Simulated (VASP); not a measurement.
## ScAl3: single point with PBEsol

The system is ScAl3.

```xyz
4
Lattice="4.0878 -0.0204 0.0000 -0.0204 4.0878 0.0000 0.0000 0.0000 4.0878" Properties=species:S:1:pos:R:3 pbc="T T T"
Sc    0.0000    0.0000    0.0000
Al    2.0337    2.0337    0.0000
Al   -0.0102    2.0439    2.0439
Al    2.0439   -0.0102    2.0439
```

* Program: VASP 6.6.1
* Task: single point
* Functional: PBEsol
* Potentials or basis: VASP PAW PBE potentials, release 64 (Sc_sv, Al)
* Cutoff: 520 eV
* k mesh: 6 × 6 × 6
* Occupations: fermi-dirac, width 0.05 eV
* Spin: no spin polarisation
* Dipole correction: no
* Further INCAR settings: ALGO = Normal; EDIFF = 1e-06; NBANDS = 18

The pressure is -1.0 GPa. The band gap on the k mesh is zero (band 10 reaches 8.08 eV, above the bottom of band 11 at 4.30 eV).

Stress tensor (GPa, compression positive):
```
-1.02  0.50  0.00
 0.50 -1.02  0.00
 0.00  0.00 -0.99
```

Levels at points of the mesh, in eV from the Fermi level:
| k point | band 7 | band 8 | band 9 | band 10 | band 11 | band 12 | band 13 | band 14 |
| --- | --- | --- | --- | --- | --- | --- | --- | --- |
| (0.00, 0.00, 0.00) | -2.75 | -1.94 | -1.92 | -1.89 | 1.10 | 1.17 | 1.18 | 1.18 |
| (0.50, 0.00, 0.00) | -1.83 | -1.83 | -1.61 | 0.73 | 0.89 | 0.92 | 1.24 | 1.51 |
| (0.50, 0.50, 0.00) | -5.68 | -4.49 | -0.68 | -0.64 | 1.10 | 1.25 | 1.94 | 2.37 |
| (0.00, 0.00, 0.50) | -1.85 | -1.81 | -1.61 | 0.76 | 0.89 | 0.90 | 1.23 | 1.51 |
| (0.50, 0.00, 0.50) | -5.74 | -4.49 | -0.66 | -0.66 | 1.10 | 1.25 | 1.94 | 2.37 |
| (0.50, 0.50, 0.50) | -4.85 | -4.58 | -3.11 | -3.07 | -3.02 | 0.79 | 2.48 | 2.48 |

Run time: 36 s on 1 thread of Intel(R) Xeon(R) 6975P-C (Granite Rapids) (shared host), peak memory 0.2 GiB.

Caveat: the PAW data sets were made with another functional, which shifts forces and pressure a little.
